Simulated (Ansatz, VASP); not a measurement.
# ZrC in VASP and in Ansatz

Contents of INCAR:

```
SYSTEM = ZrC
PREC = Accurate ; ENCUT = 520
EDIFF = 1E-7 ; ISMEAR = 0
SIGMA = 0.1 ; LREAL = .FALSE.
LASPH = .TRUE. ; NELM = 80
ALGO = Normal ; ISIF = 2
LWAVE = .FALSE. ; LCHARG = .TRUE.
GGA = PE ; LELF = .TRUE.
LVHAR = .TRUE. ; NBANDS = 15
```

File KPOINTS:

```
Automatic mesh
0
G
  14 14 14
  0 0 0
```

File POSCAR:

```
ZrC
1.0
    0.0047239221      2.4006690087      2.3818908308
    2.3911036540      0.0120095731      2.3746051798
    2.3994939037      2.4017736074      0.0036193234
Zr C
1 1
Direct
    0.5128392782      0.4793146144      0.5001638151
   -0.0128392782      0.0206853856     -0.0001638151
```

Input for Ansatz:

```yaml
crystal:
  lattice:
    - [0.0047239221, 2.4006690087, 2.3818908308]
    - [2.391103654, 0.0120095731, 2.3746051798]
    - [2.3994939037, 2.4017736074, 0.0036193234]
  atoms:
    - { symbol: Zr, position: [0.5128392782, 0.4793146144, 0.5001638151] }
    - { symbol: C, position: [-0.0128392782, 0.0206853856, -0.0001638151] }
basis:
  ecutwfc: 420
kpoints:
  mp_grid: { grid: [14, 14, 14] }
hamiltonian:
  xc: pbe
scf:
  occupations: { method: gaussian, width: 0.1 }
output:
  forces: true
  stress: true
  eigenvalues: true
  populations: true
  write_density: true
  write_potential: true
  elf: true
  volumetric_format: npy
```

Change from the starting cell: all atoms moved at random, cell strained at random.

Alike in both runs: task single point; functional PBE; k mesh 14 × 14 × 14; occupations gaussian, width 0.1 eV; no spin polarisation.

```csv
,VASP,Ansatz
version,VASP 6.6.1,Ansatz 0.2.0
potentials or method,"VASP PAW PBE potentials, release 64 (Zr_sv, C), cutoff 520 eV","scalar-relativistic, plane waves, PAW"
valence electrons in the cell,16,16
```

|  | VASP | Ansatz | Ansatz less VASP |
| --- | --- | --- | --- |
| gap on the k mesh at the Fermi level (eV) | none | none | - |
| pressure (GPa) | -7.5 | -7.7 | -0.21 |
| traceless stress, the component that is largest in VASP (GPa) | -1.07 | -1.06 | +0.007 |
| rms of the force components (eV/Å) | 0.355 | 0.353 | -0.0019 |

Atom by atom the forces differ by 0.002 eV/Å (rms over components). A gap of «none» marks a metal or a gap that the smearing closes.
